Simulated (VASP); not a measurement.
# SrO (Fm-3m) in VASP: settings compared, part 2 of 2

VASP 6.6.1. Earlier steps stand in the parts before.

## (3) Relaxation of cell and atoms, PBEsol+D3(BJ)

File INCAR:

```
PREC = Accurate ; ENCUT = 600
EDIFF = 1E-6 ; ISMEAR = -1
SIGMA = 0.05 ; LREAL = F
LASPH = T ; NELM = 100
ALGO = Normal ; ISIF = 3
LWAVE = F ; LCHARG = F
GGA = PS ; IVDW = 12
IBRION = 2 ; NSW = 80
EDIFFG = -0.02
```

File KPOINTS:

```
Automatic mesh
0
Gamma
  9 9 9
```

File POSCAR:

```
SrO
1.0
    0.0000000000      2.5663000000      2.5663000000
    2.5663000000      0.0000000000      2.5663000000
    2.5663000000      2.5663000000      0.0000000000
Sr O
1 1
Direct
    0.5000000000      0.5000000000      0.5000000000
    0.0000000000      0.0000000000      0.0000000000
```

Potentials or basis: VASP PAW PBE potentials, release 64 (Sr_sv, O).

Command:

```console
> cat potpaw_PBE.64/Sr_sv/POTCAR potpaw_PBE.64/O/POTCAR > POTCAR
> mpirun -np 1 vasp_std > vasp.out
```

It took 89 s on 1 thread of Intel Xeon 8259CL, shared host; peak memory 0.19 GiB.

The run converged. Its results:

* Free energy: -13.1730 eV
* Relaxed volume: 16.45 Å³/atom
* Relaxed cell: a = 3.596 Å, b = 3.596 Å, c = 3.596 Å, α = 60.00°, β = 60.00°, γ = 60.00°
* Space group after relaxing (to 0.05 Å): Fm-3m (No. 225)
* Energy gained by relaxing: 3.8 meV/atom
* Ionic steps: 3
* Pressure after relaxing: 0.0 GPa
* Band gap on the k mesh: 3.19 eV, indirect (least direct gap 3.26 eV)
* Dispersion energy per atom: -0.270 eV

Step by step:
```tsv
step	energy change (eV)	largest force (eV/Å)	pressure (GPa)	volume (Å³)
1	0.0000	0.0000	-2.58	33.80
2	-0.0060	0.0000	1.27	32.49
3	-0.0075	0.0000	0.00	32.89
```

Final structure:
```yaml
crystal:
  lattice:
    - [0.00000, 2.54300, 2.54300]
    - [2.54300, 0.00000, 2.54300]
    - [2.54300, 2.54300, 0.00000]
  atoms:
    - { symbol: Sr, position: [0.50000, 0.50000, 0.50000] }
    - { symbol: O, position: [0.00000, 0.00000, 0.00000] }
```

Levels at points of the mesh, in eV from the valence-band top:
| k point | band 5 | band 6 | band 7 | band 8 | band 9 | band 10 | band 11 | band 12 |
| --- | --- | --- | --- | --- | --- | --- | --- | --- |
| (0.00, 0.00, 0.00) | -13.74 | 0.00 | 0.00 | 0.00 | 4.06 | 6.23 | 6.23 | 6.23 |

Caveat: the PAW data sets were made with another functional, which shifts forces and pressure a little.

## (4) Relaxation of cell and atoms, PBEsol

File INCAR:

```
SYSTEM = SrO
  PREC = Accurate
  ENCUT = 600
  EDIFF = 1E-6
  ISMEAR = -1
  SIGMA = 0.05
  LREAL = .FALSE.
  LASPH = .TRUE.
  NELM = 60
  ALGO = Normal
  ISIF = 3
  LWAVE = .FALSE.
  LCHARG = .FALSE.
  GGA = PS
  IBRION = 2
  NSW = 80
  EDIFFG = -0.02
```

File KPOINTS:

```
Automatic mesh
0
G
  9 9 9
  0 0 0
```

POSCAR is that of step 3.

Potentials or basis: VASP PAW PBE potentials, release 64 (Sr_sv, O).

Command:

```console
> cat potpaw_PBE.64/Sr_sv/POTCAR potpaw_PBE.64/O/POTCAR > POTCAR
> mpirun -np 1 vasp_std > vasp.out
```

OUTCAR:

```text
SYSTEM = SrO
   PREC = Accurate
   ENCUT = 600
   EDIFF = 1E-6
   ISMEAR = -1
   LREAL = .FALSE.
   LASPH = .TRUE.
   NELM = 60
   ISIF = 3
   GGA = PS
   IBRION = 2
   NSW = 80
   EDIFFG = -0.02

 ion  position               nearest neighbor table
   1  0.500  0.500  0.500-   2 2.57   2 2.57   2 2.57   2 2.57   2 2.57   2 2.57
   2  0.000  0.000  0.000-   1 2.57   1 2.57   1 2.57   1 2.57   1 2.57   1 2.57

  LATTYP: Found a face centered cubic cell.
 ALAT       =     5.1326000000

  Lattice vectors:

 A1 = (   0.0000000000,   2.5663000000,   2.5663000000)
 A2 = (   2.5663000000,   0.0000000000,   2.5663000000)
 A3 = (   2.5663000000,   2.5663000000,   0.0000000000)

Analysis of symmetry for initial positions (statically):
=====================================================================
 Subroutine PRICEL returns:
 Original cell was already a primitive cell.

 Routine SETGRP: Setting up the symmetry group for a
 face centered cubic supercell.

 Subroutine GETGRP returns: Found 48 space group operations
[... 9 lines left out ...]

 Routine SETGRP: Setting up the symmetry group for a
 face centered cubic supercell.

 Subroutine GETGRP returns: Found 48 space group operations
[... 160 lines left out ...]
  band No.  band energies     occupation
      1     -30.7039      2.00000
      2     -13.4914      2.00000
      3     -12.3508      2.00000
      4     -12.3508      2.00000
      5     -12.3508      2.00000
      6       1.5133      2.00000
      7       1.5133      2.00000
      8       1.5133      2.00000
      9       5.3754      0.00000
     10       7.6879      0.00000
     11       7.6879      0.00000
     12       7.6879      0.00000
[... 331 lines left out ...]
 k-point    24 :       0.4444    0.4444    0.0000
  band No.  band energies     occupation
      1     -30.5218      2.00000
      2     -13.7638      2.00000
      3     -13.0030      2.00000
      4     -12.7232      2.00000
      5     -12.7232      2.00000
      6       0.9741      2.00000
      7       1.4220      2.00000
      8       1.4220      2.00000
      9       4.7248      0.00000
     10       9.1859      0.00000
     11      11.6718      0.00000
     12      11.7961      0.00000

 [... further k-points ...]
[... 5 lines left out ...]
  --------------------------------------------------------------------------------------
  -------------------------------------------------------------------------------------
  Total       -0.0012144     -0.0012144     -0.0012144      0.0000000      0.0000000      0.0000000
  in kB       -0.0575592     -0.0575592     -0.0575592      0.0000000      0.0000000      0.0000000
  external PRESSURE =      -0.0575592 kB  Pullay stress =       0.0000000 kB

 VOLUME and BASIS-vectors are now :
 -----------------------------------------------------------------------------
  energy-cutoff  :      600.00
  volume of cell :       33.80
      direct lattice vectors                 reciprocal lattice vectors
     0.000000000  2.566300000  2.566300000    -0.194833028  0.194833028  0.194833028
     2.566300000  0.000000000  2.566300000     0.194833028 -0.194833028  0.194833028
     2.566300000  2.566300000  0.000000000     0.194833028  0.194833028 -0.194833028

 POSITION                                       TOTAL-FORCE (eV/Angst)
 -----------------------------------------------------------------------------------
      2.56630      2.56630      2.56630        -0.000000     -0.000000     -0.000000
      0.00000      0.00000      0.00000         0.000000      0.000000      0.000000
 -----------------------------------------------------------------------------------
    total drift:                               -0.000000      0.000000      0.000000

  FREE ENERGIE OF THE ION-ELECTRON SYSTEM (eV)
  ---------------------------------------------------
  free  energy   TOTEN  =       -12.6411253193 eV

  energy  without entropy=      -12.6411253193  energy(sigma->0) =      -12.64112532

 reached required accuracy - stopping structural energy minimisation
```

CONTCAR:

```text
SrO
   1.00000000000000
     0.0000000000000000    2.5663000000000000    2.5663000000000000
     2.5663000000000000    0.0000000000000000    2.5663000000000000
     2.5663000000000000    2.5663000000000000    0.0000000000000000
  Sr              O
     1     1
Direct
     0.5000000000000000    0.5000000000000000    0.5000000000000000
     0.0000000000000000    0.0000000000000000    0.0000000000000000

  0.00000000E+00  0.00000000E+00  0.00000000E+00
  0.00000000E+00  0.00000000E+00  0.00000000E+00
```

It took 36 s on 1 thread of Intel Xeon 8259CL, shared host; peak memory 0.18 GiB.

What came out:

```yaml
Free_energy: -12.6411 eV
Pressure_after_relaxing: 0.0 GPa
Band_gap_on_the_k_mesh: 3.21 eV, indirect (least direct gap 3.30 eV)
```

Final structure:
```yaml
crystal:
  lattice:
    - [0.00000, 2.56630, 2.56630]
    - [2.56630, 0.00000, 2.56630]
    - [2.56630, 2.56630, 0.00000]
  atoms:
    - { symbol: Sr, position: [0.50000, 0.50000, 0.50000] }
    - { symbol: O, position: [0.00000, 0.00000, 0.00000] }
```

Levels at points of the mesh, in eV from the valence-band top:
| k point | band 6 | band 7 | band 8 | band 9 | band 10 | band 11 |
| --- | --- | --- | --- | --- | --- | --- |
| (0.00, 0.00, 0.00) | 0.00 | 0.00 | 0.00 | 3.86 | 6.17 | 6.17 |

Caveat: the relaxation stopped at its first step, so nothing moved; the PAW data sets were made with another functional, which shifts forces and pressure a little. Expect the measured gap to be larger: semilocal functionals such as PBEsol lack the derivative discontinuity.

## (5) Single point, PBEsol (volume scaled by 0.94)

File INCAR:

```
ALGO = Normal
EDIFF = 1E-6
ENCUT = 520
GGA = PS
ISIF = 2
ISMEAR = -1
LASPH = T
LCHARG = T
LELF = T
LREAL = F
LVHAR = T
LWAVE = F
NBANDS = 15
NELM = 100
PREC = Accurate
SIGMA = 0.05
```

File KPOINTS:

```
k-points
0
Gamma
  9 9 9
```

File POSCAR:

```
SrO
1.0
    0.0000000000      2.5139118308      2.5139118308
    2.5139118308      0.0000000000      2.5139118308
    2.5139118308      2.5139118308      0.0000000000
Sr O
1 1
Direct
    0.5000000000      0.5000000000      0.5000000000
    0.0000000000      0.0000000000      0.0000000000
```

Command:

```console
> cat potpaw_PBE.64/Sr_sv/POTCAR potpaw_PBE.64/O/POTCAR > POTCAR
> mpirun -np 1 vasp_std > vasp.out
```

Run time: 29 s. Hardware: 1 thread of Intel Xeon 6975P-C, shared host; peak memory 0.17 GiB.

The run converged. Its results:

```yaml
Free_energy: -12.5972 eV
Pressure: 6.8 GPa
Band_gap_on_the_k_mesh: 3.16 eV, indirect (least direct gap 3.20 eV)
```

Levels at points of the mesh, in eV from the valence-band top:
```csv
k point,band 6,band 7,band 8,band 9,band 10,band 11
"(0.00, 0.00, 0.00)",0.00,0.00,0.00,4.32,6.30,6.30
```

Caveat: the cell differs from its parent crystal (volume scaled by 0.94); the PAW data sets were made with another functional, which shifts forces and pressure a little.

## (6) Overview

```csv
task,level,cell,cutoff (eV),gap on the mesh (eV),pressure (GPa),relaxed volume (Å³/atom)
relaxation of cell and atoms,BLYP,"relaxed from a = 3.629 Å, angles 60.0°, 2 atoms",600,3.47,0.0,18.16
relaxation of cell and atoms,PBEsol+D3(BJ),"relaxed from a = 3.629 Å, angles 60.0°, 2 atoms",600,3.19,0.0,16.45
relaxation of cell and atoms,PBEsol,"relaxed from a = 3.629 Å, angles 60.0°, 2 atoms",600,3.21,0.0,-
single point,PBEsol,"a = 3.555 Å, angles 60.0°, 2 atoms",520,3.16,6.8,-
```

Alike in all rows: potentials or basis VASP PAW PBE potentials, release 64 (Sr_sv, O); no spin polarisation; k mesh 9 × 9 × 9; smearing fermi-dirac 0.05 eV.

Caveats: the PAW data sets were made with another functional, which shifts forces and pressure a little; the relaxation stopped at its first step, so nothing moved (some runs).

Total energies depend on the potentials used, so only differences within one code and one set of settings carry meaning.
